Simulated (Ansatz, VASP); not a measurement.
**One calculation of Os, two programs**

Contents of INCAR:

```
SYSTEM = Os
PREC     = Accurate       ! precision mode
ENCUT    = 520            ! plane-wave cutoff, eV
EDIFF    = 1E-7           ! SCF threshold, eV
ISMEAR   = -1             ! smearing method
SIGMA    = 0.1            ! smearing width, eV
LREAL    = .FALSE.        ! projectors in reciprocal space
LASPH    = .TRUE.         ! aspherical terms in the spheres
NELM     = 100            ! most SCF steps
ALGO     = Normal         ! electronic algorithm
ISIF     = 2              ! what is computed and relaxed
LWAVE    = .FALSE.        ! write WAVECAR
LCHARG   = .TRUE.         ! write CHGCAR
GGA      = PS             ! functional
LELF     = .TRUE.         ! ELF
LVHAR    = .TRUE.       
NBANDS   = 15             ! bands
```

KPOINTS

```
Automatic mesh
0
G
  11 11 11
  0 0 0
```

File POSCAR:

```
Os
1.0
    0.0000000000      2.8226961315      2.8226961315
    2.8226961315      0.0000000000      2.8226961315
    2.8226961315      2.8226961315      0.0000000000
Os
2
Direct
    0.1250000000      0.1250000000      0.1250000000
    0.8750000000      0.8750000000      0.8750000000
```

Input for Ansatz:

```yaml
crystal:
  lattice:
    - [0.0, 2.8226961315, 2.8226961315]
    - [2.8226961315, 0.0, 2.8226961315]
    - [2.8226961315, 2.8226961315, 0.0]
  atoms:
    - { symbol: Os, position: [0.125, 0.125, 0.125] }
    - { symbol: Os, position: [0.875, 0.875, 0.875] }
hamiltonian:
  xc: pbesol
  pseudopotentials:
    kind: paw
    azcp:
      Os: "pseudopotentials/Os.paw.azcp"
basis:
  ecutwfc: 420
  fft_grid_basis: typed
kpoints:
  mp_grid: { grid: [11, 11, 11], shift: [0, 0, 0] }
magnetization:
  spin_polarized: false
scf:
  occupations: { method: fermi_dirac, width: 0.1 }
  lower_state_search: "off"
output:
  stress: true
```

Alike in both runs: task single point; functional PBEsol; k mesh 11 × 11 × 11; occupations fermi-dirac, width 0.1 eV; no spin polarisation.

```csv
,VASP,Ansatz
version,VASP 6.6.1,Ansatz 0.2.0
potentials or method,"VASP PAW PBE potentials, release 64 (Os), cutoff 520 eV","plane waves (420 eV) with PAW, scalar-relativistic"
valence electrons in the cell,16,32
```

```tsv
	VASP	Ansatz	Ansatz less VASP
pressure (GPa)	-15.2	-14.4	+0.79
```

VASP's potentials were made for PBE, not for PBEsol, and Ansatz warns of the same on its side. The functional is the same, so the differences come from potentials, cutoffs and numerics. VASP's potentials hold 16 valence electrons a cell and Ansatz's 32, so a difference there can come from the potentials and not from the codes.

Neither program's run includes spin-orbit coupling.
